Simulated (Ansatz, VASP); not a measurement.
# CaSe in VASP and in Ansatz

Contents of POSCAR:

```
CaSe
1.0
    0.0000000000      3.2303679506      3.2303679506
    3.2303679506      0.0000000000      3.2303679506
    3.2303679506      3.2303679506      0.0000000000
Ca Se
1 1
Direct
    0.0000000000      0.0000000000      0.0000000000
    0.2500000000      0.2500000000      0.2500000000
```

INCAR.step1

```
PREC = Accurate ; ENCUT = 520
EDIFF = 1E-5 ; ISMEAR = 0
SIGMA = 0.01 ; LREAL = F
LASPH = T ; NELM = 60
ALGO = Normal ; ISIF = 2
LWAVE = T ; GGA = PE
NBANDS = 15
```

INCAR.step2

```
PREC = Accurate ; ENCUT = 520
EDIFF = 1E-6 ; ISMEAR = 0
SIGMA = 0.01 ; LREAL = F
LASPH = T ; NELM = 60
ALGO = Normal ; ISIF = 2
LWAVE = F ; LCHARG = T
GGA = PE ; LHFCALC = T
HFSCREEN = 0.2079 ; PRECFOCK = Normal
LELF = T ; LVHAR = T
ISTART = 1 ; NBANDS = 15
```

File KPOINTS:

```
Automatic mesh
0
Gamma
  4 4 4
```

Input for Ansatz:

```yaml
crystal:
  lattice:
    - [0.0, 3.2303679506, 3.2303679506]
    - [3.2303679506, 0.0, 3.2303679506]
    - [3.2303679506, 3.2303679506, 0.0]
  atoms:
    - { symbol: Ca, position: [0.0, 0.0, 0.0] }
    - { symbol: Se, position: [0.25, 0.25, 0.25] }
kpoints:
  mp_grid: { grid: [4, 4, 4] }
  band_path:
    path:
      - [0.0, 0.0, 0.0]
      - [-0.5, -0.5, 0.0]
      - [-0.375, -0.375, 0.25]
      - [-0.375, 0.0, 0.375]
      - [0.0, 0.0, 0.5]
      - [-0.5, -0.25, 0.25]
      - [0.0, 0.291667, -0.291667]
    npoints: 1
hamiltonian:
  xc: hse06
scf:
  occupations: { method: fixed }
  n_extra_bands: 4
output:
  forces: true
  stress: true
  eigenvalues: true
  write_density: true
  write_potential: true
  elf: true
  volumetric_format: npy
```

Change from the starting cell: hydrostatic strain -1.5%.

Alike in both runs: task single point; functional HSE06; k mesh 4 × 4 × 4; no spin polarisation.

|  | VASP | Ansatz |
| --- | --- | --- |
| version | VASP 6.6.1 | Ansatz 0.2.0 |
| potentials or method | VASP PAW PBE potentials, release 64 (Ca_sv, Se) | plane waves, PAW |
| plane-wave cutoff (eV) | 520 | 420 |
| occupations | gaussian, width 0.01 eV | fixed |
| valence electrons in the cell | 16 | 26 |

|  | VASP | Ansatz | Ansatz less VASP |
| --- | --- | --- | --- |
| gap on the k mesh at the Fermi level (eV) | 4.25 | 4.25 | +0.002 |
| pressure (GPa) | 2.1 | 2.0 | -0.04 |

VASP's potentials hold 16 valence electrons a cell and Ansatz's 26, so a difference there can come from the potentials and not from the codes. Ansatz's warnings: stress exchange threshold loose, stress scf threshold loose.

The k mesh is coarse, so the values compare programs but aren't converged.
